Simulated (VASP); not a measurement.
Te, 2 atoms in the cell. It takes space group P6_3/mmc (No. 194, hexagonal). Conventional cell: a = 2.992 Å, b = 2.992 Å, c = 4.566 Å, α = 90.00°, β = 90.00°, γ = 120.00°. Within 3.8 Å of Te (site symmetry -6m2) lie 12 Te at 2.86 to 2.99 Å. 

```yaml
Program: VASP 6.6.1
Task: single point
Functional: PBEsol
Potentials_or_basis: VASP PAW PBE potentials, release 64 (Te)
Cutoff: 520 eV
k_mesh: 14 × 14 × 8
Occupations: fermi-dirac, width 0.08 eV
Spin: no spin polarisation
Dipole_correction: no
Further_INCAR_settings: ALGO = Normal; EDIFF = 1e-07; NBANDS = 13
```

Potentials or basis: VASP PAW PBE potentials, release 64 (Te).

Launch:

```bash
$ cat potpaw_PBE.64/Te/POTCAR > POTCAR
$ mpirun -np 1 vasp_std > vasp.out
```

Hardware: 1 thread of Intel(R) Xeon(R) 6975P-C (Granite Rapids) (shared host).

Q: How long does it take, and how much memory?

A: It took 14 s on 1 thread of Intel(R) Xeon(R) 6975P-C (Granite Rapids) (shared host), peak memory 0.18 GiB. Counts: scf iterations 12, k points 120.
